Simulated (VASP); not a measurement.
# Pb (Fm-3m) in VASP: further runs

Runs on Pb. Level: PBEsol. Tasks: single point, relaxation of cell and atoms.

Everything below comes from runs of VASP 6.6.1. Logs are shortened: lines on timing, memory, paths and dates and some standing lists are left out, and cuts for length are marked.

### 1 The cell of the first run

The structure is cubic, space group Fm-3m (No. 225). Conventional cell: a = 4.819 Å, b = 4.819 Å, c = 4.819 Å, α = 90.00°, β = 90.00°, γ = 90.00°. Within 4.5 Å of Pb (site symmetry m-3m) lie 12 Pb at 3.41 Å.

### 2 Single point, PBEsol

Input file INCAR:

```
  PREC = Accurate
  ENCUT = 520
  EDIFF = 1E-6
  ISMEAR = -1
  SIGMA = 0.1
  LREAL = F
  LASPH = T
  NELM = 80
  ALGO = Normal
  ISIF = 2
  LWAVE = F
  LCHARG = F
  GGA = PS
  NBANDS = 13
```

Input file KPOINTS:

```
regular mesh
0
Gamma
  20 20 20
```

Input file POSCAR:

```
Pb
1.0
    0.0000000000      2.4096264793      2.4096264793
    2.4096264793      0.0000000000      2.4096264793
    2.4096264793      2.4096264793      0.0000000000
Pb
1
Direct
    0.0000000000      0.0000000000      0.0000000000
```

Potentials or basis: VASP PAW PBE potentials, release 64 (Pb_d).

On the command line:

```bash
> cat potpaw_PBE.64/Pb_d/POTCAR > POTCAR
> mpirun -np 1 vasp_std > vasp.out
```

OUTCAR:

```text
PREC = Accurate
   ENCUT = 520
   EDIFF = 1E-6
   ISMEAR = -1
   LREAL = F
   LASPH = T
   NELM = 80
   ISIF = 2
   GGA = PS

 ion  position               nearest neighbor table
   1  0.000  0.000  0.000-

  LATTYP: Found a face centered cubic cell.
 ALAT       =     4.8192529586

  Lattice vectors:

 A1 = (   0.0000000000,   2.4096264793,   2.4096264793)
 A2 = (   2.4096264793,   0.0000000000,   2.4096264793)
 A3 = (   2.4096264793,   2.4096264793,   0.0000000000)

Analysis of symmetry for initial positions (statically):
=====================================================================
 Subroutine PRICEL returns:
 Original cell was already a primitive cell.

 Routine SETGRP: Setting up the symmetry group for a
 face centered cubic supercell.

 Subroutine GETGRP returns: Found 48 space group operations
 (whereof 48 operations were pure point group operations)
 out of a pool of 48 trial point group operations.

The static configuration has the point symmetry O_h .

Analysis of symmetry for dynamics (positions and initial velocities):
=====================================================================
 Subroutine PRICEL returns:
 Original cell was already a primitive cell.

 Routine SETGRP: Setting up the symmetry group for a
 face centered cubic supercell.

 Subroutine GETGRP returns: Found 48 space group operations
 (whereof 48 operations were pure point group operations)
 out of a pool of 48 trial point group operations.

The dynamic configuration has the point symmetry O_h .

 Subroutine INISYM returns: Found 48 space group operations
 (whereof 48 operations are pure point group operations),
 and found     1 'primitive' translations

----------------------------------------------------------------------------------------

                                     Primitive cell

  volume of cell :      27.9820

  direct lattice vectors                    reciprocal lattice vectors
     0.000000000  2.409626479  2.409626479    -0.207501040  0.207501040  0.207501040
     2.409626479  0.000000000  2.409626479     0.207501040 -0.207501040  0.207501040
     2.409626479  2.409626479  0.000000000     0.207501040  0.207501040 -0.207501040

  length of vectors
     3.407726447  3.407726447  3.407726447     0.359402344  0.359402344  0.359402344

  position of ions in fractional coordinates (direct lattice)
     0.000000000  0.000000000  0.000000000

  ion indices of the primitive-cell ions
   primitive index   ion index
                 1           1

----------------------------------------------------------------------------------------

 KPOINTS: regular mesh

Automatic generation of k-mesh.
 Grid dimensions read from file:
 generate k-points for:   20   20   20

 Generating k-lattice:

  Cartesian coordinates                     Fractional coordinates (reciprocal lattice)
    -0.010375052  0.010375052  0.010375052     0.050000000  0.000000000  0.000000000
     0.010375052 -0.010375052  0.010375052     0.000000000  0.050000000  0.000000000
     0.010375052  0.010375052 -0.010375052     0.000000000  0.000000000  0.050000000

  Length of vectors
     0.017970117  0.017970117  0.017970117

  Shift w.r.t. Gamma in fractional coordinates (k-lattice)
     0.000000000  0.000000000  0.000000000

 Subroutine IBZKPT returns following result:
 ===========================================

 Found    256 irreducible k-points:

 Following reciprocal coordinates:
            Coordinates               Weight
  0.000000  0.000000  0.000000      1.000000
  0.050000  0.000000  0.000000      8.000000
  0.100000  0.000000  0.000000      8.000000
  0.150000  0.000000  0.000000      8.000000
  0.200000  0.000000  0.000000      8.000000
  0.250000  0.000000  0.000000      8.000000
[... 16 lines left out ...]
 -0.400000  0.050000  0.000000     24.000000
 -0.350000  0.050000  0.000000     24.000000
 [... further k-points ...]
   k-points           NKPTS =    256   k-points in BZ     NKDIM =    256   number of bands    NBANDS=     13
   number of dos      NEDOS =    301   number of ions     NIONS =      1
   total plane-waves  NPLWV =  21952
   dimension x,y,z NGX =    28 NGY =   28 NGZ =   28
   dimension x,y,z NGXF=    56 NGYF=   56 NGZF=   56
   ions per type =               1
   NGX,Y,Z   is equivalent  to a cutoff of  13.66, 13.66, 13.66 a.u.
   NGXF,Y,Z  is equivalent  to a cutoff of  27.32, 27.32, 27.32 a.u.
 SYSTEM =  unknown system
   PREC   = accura    normal or accurate (medium, high low for compatibility)
   ISTART =      0    job   : 0-new  1-cont  2-samecut
   ICHARG =      2    charge: 1-file 2-atom 10-const
   ISPIN  =      1    spin polarized calculation?
   LNONCOLLINEAR =      F non collinear calculations
   LSORBIT =      F    spin-orbit coupling
   LASPH  =      T    aspherical Exc in radial PAW
   ENCUT  =  520.0 eV  38.22 Ry    6.18 a.u.   6.34  6.34  6.34*2*pi/ulx,y,z
   NELM   =     80;   NELMIN=  2; NELMDL= -5     # of ELM steps
[... 21 lines left out ...]
  volume/ion in A,a.u.               =      27.98       188.83
  Fermi-wavevector in a.u.,A,eV,Ry     =   1.299644  2.455971 22.981259  1.689075
  Thomas-Fermi vector in A             =   2.430895
   LORBIT       =      0    0 simple, 1 ext, 2 COOP (PROOUT), +10 PAW based schemes
   GGA     = PS    functional components
   LHFCALC =     F    Hartree Fock is set to
   AEXX    =    0.0000 exact exchange contribution
   IVDW    =     0    specifies the selected vdW correction
   LEPSILON=     F    determine dielectric tensor
   LRPA    =     F    only Hartree local field effects (RPA)
 non-spin polarized calculation
  energy-cutoff  :      520.00
  volume of cell :       27.98
 maximum number of plane-waves:       769
 NGX is ok and might be reduce to    28
   NGX = 13   NGY = 13   NGZ = 13

 number of electron      14.0000002 magnetization

 Free energy of the ion-electron system (eV)
  ---------------------------------------------------
  ext. energy  EPLUGINS =         0.00000000
  ---------------------------------------------------
  free energy    TOTEN  =        -3.98388084 eV

  energy without entropy =       -3.96831781  energy(sigma->0) =       -3.97609932

 E-fermi :   8.0935     XC(G=0): -10.7332

 val. band max:        8.0919882844   @ k =   0.3500   0.1500   0.0500
 cond. band min:       8.1025385779   @ k =  -0.3000   0.3000   0.1000
 fundamental gap:      0.0105502935
 Fermi energy:         8.0934776387

 k-point     1 :       0.0000    0.0000    0.0000
  band No.  band energies     occupation
      1      -9.0224      2.00000
      2      -9.0224      2.00000
      3      -9.0224      2.00000
      4      -8.8416      2.00000
      5      -8.8416      2.00000
      6      -4.3089      2.00000
      7      16.0933      0.00000
      8      16.0933      0.00000
      9      16.0933      0.00000
     10      17.8367      0.00000
     11      20.3849      0.00000
     12      21.1314      0.00000
     13      21.1314      0.00000

 k-point     2 :       0.0500    0.0000    0.0000
  band No.  band energies     occupation
      1      -9.0227      2.00000
      2      -9.0176      2.00000
      3      -9.0176      2.00000
      4      -8.8421      2.00000
      5      -8.8421      2.00000
      6      -4.2567      2.00000
      7      15.3938      0.00000
      8      16.0261      0.00000
      9      16.0261      0.00000
     10      17.7331      0.00000
     11      20.6558      0.00000
     12      21.2482      0.00000
     13      21.2482      0.00000

 k-point     3 :       0.1000    0.0000    0.0000
  band No.  band energies     occupation
      1      -9.0240      2.00000
      2      -9.0050      2.00000
      3      -9.0050      2.00000
      4      -8.8424      2.00000
      5      -8.8424      2.00000
      6      -4.0995      2.00000
      7      13.9041      0.00000
      8      15.8411      0.00000
      9      15.8411      0.00000
     10      17.6014      0.00000
     11      21.0394      0.00000
     12      21.5804      0.00000
     13      21.5804      0.00000
[... 305 lines left out ...]
 k-point    23 :      -0.4000    0.0500    0.0000
  band No.  band energies     occupation
      1      -9.0657      2.00000
      2      -9.0039      2.00000
      3      -8.9977      2.00000
      4      -8.7016      2.00000
      5      -8.6874      2.00000
      6      -0.8186      2.00000
      7       4.4321      2.00000
      8      13.4432      0.00000
      9      14.2802      0.00000
     10      17.2082      0.00000
     11      18.6150      0.00000
     12      19.8417      0.00000
     13      20.6240      0.00000

 k-point    24 :      -0.3500    0.0500    0.0000
  band No.  band energies     occupation
      1      -9.0585      2.00000
      2      -8.9951      2.00000
      3      -8.9902      2.00000
      4      -8.7335      2.00000
      5      -8.7080      2.00000
      6      -1.5010      2.00000
      7       5.5850      2.00000
      8      13.4953      0.00000
      9      14.5897      0.00000
     10      17.3571      0.00000
     11      18.7231      0.00000
     12      19.9160      0.00000
     13      20.9589      0.00000

 [... further k-points ...]

------------------------ aborting loop because EDIFF is reached ----------------------------------------

  FORCE on cell =-STRESS in cart. coord.  units (eV):
  Direction    XX          YY          ZZ          XY          YZ          ZX
  --------------------------------------------------------------------------------------
  -------------------------------------------------------------------------------------
  Total        0.6814081      0.6814081      0.6814081      0.0000000      0.0000000     -0.0000000
  in kB       39.0156371     39.0156371     39.0156371      0.0000000      0.0000000     -0.0000000
  external PRESSURE =      39.0156371 kB  Pullay stress =       0.0000000 kB

 VOLUME and BASIS-vectors are now :
 -----------------------------------------------------------------------------
  energy-cutoff  :      520.00
  volume of cell :       27.98
      direct lattice vectors                 reciprocal lattice vectors
     0.000000000  2.409626479  2.409626479    -0.207501040  0.207501040  0.207501040
     2.409626479  0.000000000  2.409626479     0.207501040 -0.207501040  0.207501040
     2.409626479  2.409626479  0.000000000     0.207501040  0.207501040 -0.207501040

 POSITION                                       TOTAL-FORCE (eV/Angst)
 -----------------------------------------------------------------------------------
      0.00000      0.00000      0.00000         0.000000      0.000000     -0.000000
 -----------------------------------------------------------------------------------
    total drift:                               -0.000000     -0.000000     -0.000000

  FREE ENERGIE OF THE ION-ELECTRON SYSTEM (eV)
  ---------------------------------------------------
  free  energy   TOTEN  =        -3.9838808400 eV

  energy  without entropy=       -3.9683178093  energy(sigma->0) =       -3.97609932
```

Run time: 31 s. Hardware: 1 thread of Intel Xeon 6975P-C (Granite Rapids), shared host; peak memory 0.22 GiB.

What came out:

```
Free energy            : -3.9839 eV
Pressure               : 3.9 GPa
Band gap on the k mesh : zero (bands 7 and 8 overlap by 9.89 eV)
```

Caveat: the cell stands under pressure; the PAW data sets were made with another functional, which shifts forces and pressure a little; spin-orbit coupling is left out, which moves the levels of the heavy elements.

### 3 Single point, PBEsol

This run uses another cell than the first one, of 28.92 Å³/atom.

Input file INCAR:

```
SYSTEM = Pb
ALGO = Normal
EDIFF = 1E-6
ENCUT = 520
GGA = PS
ISIF = 2
ISMEAR = -1
LASPH = .TRUE.
LCHARG = .FALSE.
LREAL = .FALSE.
LWAVE = .FALSE.
NBANDS = 13
NELM = 100
PREC = Accurate
SIGMA = 0.1
```

Input file KPOINTS:

```
k-points
0
G
  20 20 20
  0 0 0
```

Input file POSCAR:

```
Pb
1.0
    0.0000000000      2.4362809647      2.4362809647
    2.4362809647      0.0000000000      2.4362809647
    2.4362809647      2.4362809647      0.0000000000
Pb
1
Direct
    0.0000000000      0.0000000000      0.0000000000
```

Potentials or basis: VASP PAW PBE potentials, release 64 (Pb_d).

On the command line:

```bash
> cat potpaw_PBE.64/Pb_d/POTCAR > POTCAR
> mpirun -np 1 vasp_std > vasp.out
```

Wall time 32 s (1 thread of Intel Xeon 6975P-C (Granite Rapids), shared host); peak memory 0.22 GiB.

The run converged. Its results:

- Free energy: -4.0012 eV
- Pressure: 1.9 GPa
- Band gap on the k mesh: zero (bands 7 and 8 overlap by 9.56 eV)

Levels at points of the mesh, in eV from the Fermi level:
| k point | band 3 | band 4 | band 5 | band 6 | band 7 | band 8 | band 9 | band 10 | band 11 | band 12 |
| --- | --- | --- | --- | --- | --- | --- | --- | --- | --- | --- |
| (0.00, 0.00, 0.00) | -17.07 | -16.91 | -16.91 | -12.15 | 7.74 | 7.74 | 7.74 | 9.74 | 11.88 | 12.79 |
| (0.50, 0.00, 0.00) | -17.06 | -16.75 | -16.75 | -8.23 | -4.51 | 5.79 | 5.79 | 9.21 | 9.85 | 11.44 |
| (0.50, 0.50, 0.00) | -16.77 | -16.71 | -16.71 | -6.70 | -3.52 | 2.04 | 2.04 | 5.46 | 6.76 | 18.49 |

Caveat: the PAW data sets were made with another functional, which shifts forces and pressure a little; spin-orbit coupling is left out, which moves the levels of the heavy elements.

### 4 Single point, PBEsol

This run uses another cell than the first one, of 29.44 Å³/atom.

Input file INCAR:

```
SYSTEM = Pb
PREC = Accurate
ENCUT = 520
EDIFF = 1E-6
ISMEAR = -1
SIGMA = 0.1
LREAL = .False.
LASPH = .True.
NELM = 80
ALGO = Normal
ISIF = 2
LWAVE = .False.
LCHARG = .False.
GGA = PS
NBANDS = 13
```

Input file KPOINTS:

```
regular mesh
0
Gamma
  20 20 20
  0 0 0
```

Input file POSCAR:

```
Pb
1.0
    0.0000000000      2.4508916363      2.4508916363
    2.4508916363      0.0000000000      2.4508916363
    2.4508916363      2.4508916363      0.0000000000
Pb
1
Direct
    0.0000000000      0.0000000000      0.0000000000
```

On the command line:

```bash
> cat potpaw_PBE.64/Pb_d/POTCAR > POTCAR
> mpirun -np 1 vasp_std > vasp.out
```

It took 31 s on 1 thread of Intel Xeon 6975P-C (Granite Rapids), shared host; peak memory 0.22 GiB.

The run converged. Its results:

```yaml
Free_energy: -4.0061 eV
Pressure: 0.9 GPa
Band_gap_on_the_k_mesh: zero (bands 7 and 8 overlap by 9.38 eV)
```

Levels at points of the mesh, in eV from the Fermi level:
```csv
k point,band 4,band 5,band 6,band 7,band 8,band 9,band 10,band 11
"(0.00, 0.00, 0.00)",-16.89,-16.89,-12.01,7.61,7.61,7.61,9.74,11.65
"(0.50, 0.00, 0.00)",-16.75,-16.75,-8.20,-4.41,5.70,5.70,9.21,9.69
"(0.50, 0.50, 0.00)",-16.71,-16.71,-6.72,-3.44,2.03,2.03,5.41,6.70
```

Caveat: the PAW data sets were made with another functional, which shifts forces and pressure a little; spin-orbit coupling is left out, which moves the levels of the heavy elements.

### 5 Single point, PBEsol

This run uses another cell than the first one, of 30.03 Å³/atom.

Input file INCAR:

```
SYSTEM = Pb
ALGO     = Normal         ! electronic algorithm
EDIFF    = 1E-7           ! SCF threshold, eV
ENCUT    = 520            ! plane-wave cutoff, eV
GGA      = PS             ! functional
ISIF     = 2              ! what is computed and relaxed
ISMEAR   = -1             ! smearing method
LASPH    = .TRUE.         ! aspherical terms in the spheres
LCHARG   = .FALSE.        ! write CHGCAR
LREAL    = .FALSE.        ! projectors in reciprocal space
LWAVE    = .FALSE.        ! write WAVECAR
NBANDS   = 13             ! bands
NELM     = 60             ! most SCF steps
PREC     = Accurate       ! precision mode
SIGMA    = 0.1            ! smearing width, eV
```

Input file KPOINTS:

```
k-points
0
G
  20 20 20
  0 0 0
```

Input file POSCAR:

```
Pb
1.0
    0.0000000000      2.4669042601      2.4669042601
    2.4669042601      0.0000000000      2.4669042601
    2.4669042601      2.4669042601      0.0000000000
Pb
1
Direct
    0.0000000000      0.0000000000      0.0000000000
```

On the command line:

```bash
> cat potpaw_PBE.64/Pb_d/POTCAR > POTCAR
> mpirun -np 1 vasp_std > vasp.out
```

Run time: 34 s. Hardware: 1 thread of Intel Xeon 6975P-C (Granite Rapids), shared host; peak memory 0.23 GiB.

The run converged. Its results:

| Property | Result |
| --- | --- |
| Free energy | -4.0080 eV |
| Pressure | -0.1 GPa |
| Band gap on the k mesh | zero (bands 7 and 8 overlap by 9.18 eV) |

Levels at points of the mesh, in eV from the Fermi level:
```csv
k point,band 5,band 6,band 7,band 8,band 9,band 10
"(0.00, 0.00, 0.00)",-16.88,-11.87,7.46,7.46,7.46,9.74
"(0.50, 0.00, 0.00)",-16.74,-8.18,-4.30,5.59,5.59,9.20
"(0.50, 0.50, 0.00)",-16.71,-6.74,-3.36,2.02,2.02,5.36
```

Caveat: the PAW data sets were made with another functional, which shifts forces and pressure a little; spin-orbit coupling is left out, which moves the levels of the heavy elements.

### 6 Relaxation of cell and atoms, PBEsol, target pressure 1 GPa, at which the enthalpy is minimised

This run uses another cell than the first one, of 30.03 Å³/atom.

Input file INCAR:

```
PREC = Accurate
ENCUT = 600
EDIFF = 1E-6
ISMEAR = -1
SIGMA = 0.1
LREAL = False
LASPH = True
NELM = 80
ALGO = Normal
ISIF = 3
LWAVE = False
LCHARG = False
GGA = PS
IBRION = 2
NSW = 100
EDIFFG = -0.002
PSTRESS = 10.0
```

Input file KPOINTS:

```
regular mesh
0
Gamma
  20 20 20
```

POSCAR is that of step 5.

Potentials or basis: VASP PAW PBE potentials, release 64 (Pb_d).

On the command line:

```bash
> cat potpaw_PBE.64/Pb_d/POTCAR > POTCAR
> mpirun -np 1 vasp_std > vasp.out
```

Run time: 63 s. Hardware: 1 thread of Intel Xeon 6975P-C (Granite Rapids), shared host; peak memory 0.24 GiB.

Results (log left out):

```
Free energy                                                : -4.0063 eV
Relaxed volume                                             : 29.44 Å³/atom
Relaxed cell                                               : a = 3.466 Å, b = 3.466 Å, c = 3.466 Å, α = 60.00°, β = 60.00°, γ = 60.00°
Space group after relaxing (to 0.1 Å)                      : Fm-3m (No. 225)
Energy change on relaxing (the run minimises the enthalpy) : +1.8 meV/atom
Ionic steps                                                : 3
Pressure after relaxing                                    : 1.0 GPa
Band gap on the k mesh                                     : zero (bands 7 and 8 overlap by 9.38 eV)
```

The path:
| step | energy change (eV) | largest force (eV/Å) | pressure (GPa) | volume (Å³) |
| --- | --- | --- | --- | --- |
| 1 | 0.0000 | 0.0000 | 0.01 | 30.03 |
| 2 | 0.0034 | 0.0000 | 1.39 | 29.23 |
| 3 | 0.0018 | 0.0000 | 1.01 | 29.44 |

Final structure:
```cif
data_structure
_symmetry_space_group_name_H-M 'P 1'
_symmetry_Int_Tables_number 1
_cell_length_a 3.4660
_cell_length_b 3.4660
_cell_length_c 3.4660
_cell_angle_alpha 60.000
_cell_angle_beta 60.000
_cell_angle_gamma 60.000
_cell_volume 29.44
loop_
_atom_site_label
_atom_site_type_symbol
_atom_site_fract_x
_atom_site_fract_y
_atom_site_fract_z
_atom_site_occupancy
Pb1 Pb 0.00000 0.00000 0.00000 1
```

Levels at points of the mesh, in eV from the Fermi level:
```csv
k point,band 5,band 6,band 7,band 8,band 9,band 10
"(0.00, 0.00, 0.00)",-16.89,-12.01,7.61,7.61,7.61,9.74
"(0.50, 0.00, 0.00)",-16.75,-8.20,-4.41,5.70,5.70,9.21
"(0.50, 0.50, 0.00)",-16.71,-6.72,-3.44,2.03,2.03,5.41
```

Caveat: the cell is relaxed towards a set pressure, so the run minimises the enthalpy, not the energy; the PAW data sets were made with another functional, which shifts forces and pressure a little; spin-orbit coupling is left out, which moves the levels of the heavy elements.

### 7 Summary

| task | cell | cutoff (eV) | gap on the mesh (eV) | pressure (GPa) |
| --- | --- | --- | --- | --- |
| single point | a = 3.408 Å, angles 60.0°, 1 atom | 520 | none | 3.9 |
| single point | a = 3.445 Å, angles 60.0°, 1 atom | 520 | none | 1.9 |
| single point | a = 3.466 Å, angles 60.0°, 1 atom | 520 | none | 0.9 |
| single point | a = 3.489 Å, angles 60.0°, 1 atom | 520 | none | -0.1 |
| relaxation of cell and atoms | relaxed to 1 GPa from a = 3.489 Å, angles 60.0°, 1 atom | 600 | none | 1.0 |

Alike in all rows: level PBEsol; potentials or basis VASP PAW PBE potentials, release 64 (Pb_d); no spin polarisation; k mesh 20 × 20 × 20; smearing fermi-dirac 0.1 eV.

Caveats: the PAW data sets were made with another functional, which shifts forces and pressure a little; spin-orbit coupling is left out, which moves the levels of the heavy elements; the cell stands under pressure (at least some runs); the cell is relaxed towards a set pressure, so the run minimises the enthalpy, not the energy (at least some runs).

Total energies depend on the potentials used, so only differences within one code and one set of settings carry meaning.

The gap in the log of VASP goes by the Fermi energy; the results here count the filled bands.